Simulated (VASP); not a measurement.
Here is a VASP 6.6.1 calculation.

INCAR

```
ALGO = Normal
EDIFF = 1E-6
ENCUT = 520
GGA = PE
ISIF = 2
ISMEAR = 0
LASPH = T
LCHARG = F
LREAL = F
LWAVE = F
NBANDS = 50
NELM = 80
PREC = Accurate
SIGMA = 0.1
```

KPOINTS

```
k-points
0
Gamma
  4 4 4
```

POSCAR

```
Sn4SeS3
1.0
   -2.9783976900      2.9783976900      5.9567953900
    2.9783976900     -2.9783976900      5.9567953900
    2.9783976900      2.9783976900     -5.9567953900
Sn Se S
4 1 3
Direct
    0.7500000000      0.7500000000      0.0000000000
    0.2500000000      0.2500000000      0.0000000000
    0.5000000000      0.0000000000      0.5000000000
    0.0000000000      0.5000000000      0.5000000000
    0.0000000000      0.0000000000      0.0000000000
    0.5000000000      0.5000000000      0.0000000000
    0.2500000000      0.7500000000      0.5000000000
    0.7500000000      0.2500000000      0.5000000000
```

Potentials or basis: VASP PAW PBE potentials, release 64 (Sn_d, Se, S).

Command:

```console
$ cat potpaw_PBE.64/Sn_d/POTCAR potpaw_PBE.64/Se/POTCAR potpaw_PBE.64/S/POTCAR > POTCAR
$ mpirun -np 1 vasp_std > vasp.out
```

Q: Estimate the band gap on the k mesh.

A: 0.32 eV, direct.

Q: What does it give for the pressure?

A: -1.5 GPa.

Forces in eV/Å, atoms in the order of the input:
```
Sn   0.000  0.000 -0.263
Sn   0.000  0.000  0.263
Sn   0.000  0.000  0.000
Sn   0.000  0.000  0.000
Se   0.000  0.000  0.000
S    0.000  0.000  0.000
S    0.000  0.000  0.000
S    0.000  0.000  0.000
```

Caveat: spin-orbit coupling is left out, which moves the levels of the heavy elements. A k mesh can miss the band edges.
